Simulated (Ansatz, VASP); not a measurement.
# BaZrO3 in VASP and in Ansatz

The input POSCAR:

```
BaZrO3
1.0
    4.1140446559      0.0000000000      0.0000000000
    0.0000000000      4.1140446559      0.0000000000
    0.0000000000      0.0000000000      4.3197468887
Ba Zr O
1 1 3
Direct
    0.5000000000      0.5000000000      0.5000000000
    0.0000000000      0.0000000000      0.0000000000
    0.5000000000      0.0000000000      0.0000000000
    0.0000000000      0.5000000000      0.0000000000
    0.0000000000      0.0000000000      0.5000000000
```

Contents of INCAR.step1:

```
SYSTEM = BaZrO3
PREC     = Accurate       ! precision mode
ENCUT    = 520            ! plane-wave cutoff, eV
ISMEAR   = 0              ! smearing method
SIGMA    = 0.05           ! smearing width, eV
LREAL    = .FALSE.        ! projectors in reciprocal space
LASPH    = .TRUE.         ! aspherical terms in the spheres
NELM     = 60             ! most SCF steps
NBANDS   = 28             ! bands
GGA      = PE             ! functional
ALGO     = Normal         ! electronic algorithm
EDIFF    = 1E-4           ! SCF threshold, eV
LWAVE    = .TRUE.         ! write WAVECAR
LCHARG   = .FALSE.        ! write CHGCAR
```

The input INCAR.step2:

```
SYSTEM = BaZrO3
PREC     = Accurate       ! precision mode
ENCUT    = 520            ! plane-wave cutoff, eV
EDIFF    = 1E-6           ! SCF threshold, eV
ISMEAR   = 0              ! smearing method
SIGMA    = 0.05           ! smearing width, eV
LREAL    = .FALSE.        ! projectors in reciprocal space
LASPH    = .TRUE.         ! aspherical terms in the spheres
NELM     = 60             ! most SCF steps
ALGO     = Normal         ! electronic algorithm
ISIF     = 2              ! what is computed and relaxed
LWAVE    = .FALSE.        ! write WAVECAR
LCHARG   = .FALSE.        ! write CHGCAR
METAGGA  = R2SCAN         ! meta-GGA
LMIXTAU  = .TRUE.       
NBANDS   = 28             ! bands
ISTART   = 1
```

File KPOINTS:

```
regular mesh
0
G
  6 6 6
  0 0 0
```

Input for Ansatz:

```yaml
crystal:
  lattice:
    - [4.1140446559, 0.0, 0.0]
    - [0.0, 4.1140446559, 0.0]
    - [0.0, 0.0, 4.3197468887]
  atoms:
    - { symbol: Ba, position: [0.5, 0.5, 0.5] }
    - { symbol: Zr, position: [0.0, 0.0, 0.0] }
    - { symbol: O, position: [0.5, 0.0, 0.0] }
    - { symbol: O, position: [0.0, 0.5, 0.0] }
    - { symbol: O, position: [0.0, 0.0, 0.5] }
basis:
  ecutwfc: 500
kpoints:
  mp_grid: { grid: [6, 6, 6] }
hamiltonian:
  xc: r2scan
scf:
  occupations: { method: gaussian, width: 0.05 }
output:
  forces: true
  stress: true
  eigenvalues: true
```

Alike in both runs: task single point; functional r2SCAN; k mesh 6 × 6 × 6; occupations gaussian, width 0.05 eV; no spin polarisation.

|  | VASP | Ansatz |
| --- | --- | --- |
| version | VASP 6.6.1 | Ansatz 0.2.0 |
| potentials or method | VASP PAW PBE potentials, release 64 (Ba_sv, Zr_sv, O), cutoff 520 eV | scalar-relativistic, plane waves, PAW |
| valence electrons in the cell | 40 | 40 |

|  | VASP | Ansatz | Ansatz less VASP |
| --- | --- | --- | --- |
| gap on the k mesh at the Fermi level (eV) | 3.60 | 3.66 | +0.051 |
| least direct gap on the mesh (eV) | 3.85 | 3.88 | +0.030 |
| pressure (GPa) | 4.6 | 3.5 | -1.12 |
| traceless stress, the component that is largest in VASP (GPa) | -7.86 | -7.66 | +0.207 |

VASP's potentials were made for PBE, not for r2SCAN.

Neither program's run includes spin-orbit coupling.
